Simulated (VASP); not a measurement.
Crystal: Li.

```
Li
1.0
     3.51000    0.00000    0.00000
     0.00000    3.51000    0.00000
     0.00000    0.00000    3.51000
Li
2
Cartesian
  0.0000 0.0000 0.0000
  1.7550 1.7550 1.7550
```

| Item | Value |
| --- | --- |
| Program | VASP 6.6.1 |
| Task | relaxation of volume and atoms at fixed shape |
| Functional | PBE |
| Potentials or basis | VASP PAW PBE potentials, release 64 (Li_sv) |
| Cutoff | 600 eV |
| k mesh | 12 × 12 × 12 |
| Occupations | fermi-dirac, width 0.1 eV |
| Spin | collinear spin, zero start |
| Starting moments | [0.0, 0.0] μB |

At the start: pressure -0.9 GPa; volume 21.62 Å³/atom.

How do energy, volume and symmetry change on relaxing?

Over 4 steps the energy falls by 4.6 meV/atom and the volume is 20.06 Å³/atom (-7.2 %); space group Im-3m (No. 229, to 0.1 Å) before and after; moment 0.00 μB per cell.

The path:
```tsv
step	energy change (eV)	largest force (eV/Å)	pressure (GPa)	volume (Å³)
1	0.0000	0.0000	-0.89	43.24
2	-0.0037	0.0000	-0.70	42.50
3	-0.0089	0.0000	-0.16	40.61
4	-0.0091	0.0000	0.01	40.12
```

Final structure:
```
CELL_PARAMETERS angstrom
3.42329 0.00000 0.00000
0.00000 3.42329 0.00000
0.00000 0.00000 3.42329
ATOMIC_POSITIONS crystal
Li 0.00000 0.00000 0.00000
Li 0.50000 0.50000 0.50000
```

Caveat: the cutoff is under 1.25 times the usual one of these potentials, so pressure, stress and relaxed cells hold a basis-set (Pulay) error.
